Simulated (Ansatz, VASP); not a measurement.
**Zn in VASP and in Ansatz**

Contents of INCAR:

```
ALGO     = Fast           # electronic algorithm
EDIFF    = 1E-7           # SCF threshold, eV
ENCUT    = 520            # plane-wave cutoff, eV
GGA      = PS             # functional
ISIF     = 2              # what is computed and relaxed
ISMEAR   = 0              # smearing method
LASPH    = T              # aspherical terms in the spheres
LCHARG   = F              # write CHGCAR
LREAL    = F              # projectors in reciprocal space
LWAVE    = F              # write WAVECAR
NBANDS   = 12             # bands
NELM     = 80             # most SCF steps
PREC     = Accurate       # precision mode
SIGMA    = 0.15           # smearing width, eV
```

The input KPOINTS:

```
k-points
0
Gamma
  22 22 22
```

The input POSCAR:

```
Zn
1.0
   -1.3619424472      1.5768674079      1.5768674079
    1.5768674079     -1.3619424472      1.5768674079
    1.5768674079      1.5768674079     -1.3619424472
Zn
1
Direct
    0.0000000000      0.0000000000      0.0000000000
```

Input for Ansatz:

```yaml
crystal:
  lattice:
    - [-1.3619424472, 1.5768674079, 1.5768674079]
    - [1.5768674079, -1.3619424472, 1.5768674079]
    - [1.5768674079, 1.5768674079, -1.3619424472]
  atoms:
    - { symbol: Zn, position: [0.0, 0.0, 0.0] }
basis:
  ecutwfc: 520.0
kpoints:
  mp_grid: { grid: [22, 22, 22] }
hamiltonian:
  xc: pbesol
scf:
  occupations: { method: gaussian, width: 0.15 }
output:
  forces: true
  stress: true
  eigenvalues: true
```

Alike in both runs: task single point; functional PBEsol; k mesh 22 × 22 × 22; occupations gaussian, width 0.15 eV; no spin polarisation.

|  | VASP | Ansatz |
| --- | --- | --- |
| version | VASP 6.6.1 | Ansatz 0.2.0 |
| potentials or method | VASP PAW PBE potentials, release 64 (Zn), cutoff 520 eV | scalar-relativistic, plane waves, PAW |
| valence electrons in the cell | 12 | 12 |

VASP gave:

* gap on the k mesh at the Fermi level (eV): none
* pressure (GPa): -2.6
* traceless stress, the component that is largest in VASP (GPa): -1.40

Q: Estimate Ansatz's values.

A: gap on the k mesh at the Fermi level (eV): none; pressure (GPa): -3.0; traceless stress, the component that is largest in VASP (GPa): -1.34.

VASP's potentials were made for PBE, not for PBEsol. A gap of «none» marks a metal or a gap that the smearing closes.
